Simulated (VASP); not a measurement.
Input of a VASP 6.6.1 run:

INCAR

```
SYSTEM = Ga36N35
PREC = Accurate
ENCUT = 520
EDIFF = 1E-6
ISMEAR = 0
SIGMA = 0.01
LREAL = Auto
LASPH = .TRUE.
NELM = 60
ALGO = Normal
ISIF = 2
LWAVE = .FALSE.
LCHARG = .FALSE.
GGA = PE
NELECT = 642.0
NBANDS = 362
```

The input KPOINTS:

```
Automatic mesh
0
G
  1 1 1
  0 0 0
```

File POSCAR:

```
Ga36N35
1.0
    4.8275562240     -8.3615726561      0.0000000000
    4.8275562238      8.3615726562      0.0000000000
    0.0000000000      0.0000000000     10.4863368189
Ga N
36 35
Direct
    0.7777777778      0.2222222222      0.2402540356
    0.7777777778      0.2222222222      0.7507675016
    0.4440744576      0.2230441117      0.2490876992
    0.4443581755      0.2228244078      0.7498486333
    0.1123029873      0.2230441117      0.2490876992
    0.1117995657      0.2228244078      0.7498486333
    0.7769558883      0.5559255424      0.2490876992
    0.7771755922      0.5556418245      0.7498486333
    0.4444444444      0.5555555556      0.2493642556
    0.4444444444      0.5555555556      0.7504039302
    0.1123029873      0.5559255424      0.2490876992
    0.1117995657      0.5556418245      0.7498486333
    0.7769558883      0.8876970127      0.2490876992
    0.7771755922      0.8882004343      0.7498486333
    0.4440744576      0.8876970127      0.2490876992
    0.4443581755      0.8882004343      0.7498486333
    0.1111111111      0.8888888889      0.2495232781
    0.1111111111      0.8888888889      0.7505737545
    0.5535358184      0.1101012425      0.5007481494
    0.5549298371      0.1107982519      0.9984763630
    0.2217403713      0.1101474092      0.5006725224
    0.2220740755      0.1108148176      0.9995783292
    0.8898987575      0.1101012425      0.5007481494
    0.8892017481      0.1107982519      0.9984763630
    0.5550512999      0.4449487001      0.5007825820
    0.5555142061      0.4444857939      0.9995038785
    0.2232307335      0.4449487001      0.5007825820
    0.2223049211      0.4444857939      0.9995038785
    0.8898987575      0.4464641816      0.5007481494
    0.8892017481      0.4450701629      0.9984763630
    0.5550512999      0.7767692665      0.5007825820
    0.5555142061      0.7776950789      0.9995038785
    0.2217403713      0.7782596287      0.5006725224
    0.2220740755      0.7779259245      0.9995783292
    0.8898525908      0.7782596287      0.5006725224
    0.8891851824      0.7779259245      0.9995783292
    0.7777777778      0.2222222222      0.9386871402
    0.4460471874      0.2227235777      0.4376820899
    0.4445811482      0.2218985344      0.9379169206
    0.1100097236      0.2227235777      0.4376820899
    0.1106507195      0.2218985344      0.9379169206
    0.7772764223      0.5539528126      0.4376820899
    0.7781014656      0.5554188518      0.9379169206
    0.4444444444      0.5555555556      0.4377728888
    0.4444444444      0.5555555556      0.9380568504
    0.1100097236      0.5539528126      0.4376820899
    0.1106507195      0.5554188518      0.9379169206
    0.7772764223      0.8899902764      0.4376820899
    0.7781014656      0.8893492805      0.9379169206
    0.4460471874      0.8899902764      0.4376820899
    0.4445811482      0.8893492805      0.9379169206
    0.1111111111      0.8888888889      0.4379100516
    0.1111111111      0.8888888889      0.9382068226
    0.5557452159      0.1112059413      0.1890563059
    0.5565877317      0.1116271992      0.6871400023
    0.2222575695      0.1111818057      0.1880369572
    0.2222115623      0.1110897912      0.6879243949
    0.8887940587      0.1112059413      0.1890563059
    0.8883728008      0.1116271992      0.6871400023
    0.5555607302      0.4444392698      0.1877679603
    0.5554905433      0.4445094567      0.6880908433
    0.2222118728      0.4444392698      0.1877679603
    0.2223522468      0.4445094567      0.6880908433
    0.8887940587      0.4442547841      0.1890563059
    0.8883728008      0.4434122683      0.6871400023
    0.5555607302      0.7777881272      0.1877679603
    0.5554905433      0.7776477532      0.6880908433
    0.2222575695      0.7777424305      0.1880369572
    0.2222115623      0.7777884377      0.6879243949
    0.8888181943      0.7777424305      0.1880369572
    0.8889102088      0.7777884377      0.6879243949
```

Potentials or basis: VASP PAW PBE potentials, release 64 (Ga_d, N).

The run is started by

```sh
$ cat potpaw_PBE.64/Ga_d/POTCAR potpaw_PBE.64/N/POTCAR > POTCAR
$ mpirun -np 1 vasp_gam > vasp.out
```

(1) Predict the largest force.

## Answers

(1) 0.025 eV/Å.

Caveat: the k points lie up to 0.75 Å⁻¹ apart; the cell carries a net charge on a neutralising background, which shifts energy and pressure; the cell differs from its parent crystal (atoms taken out, then relaxed in part).
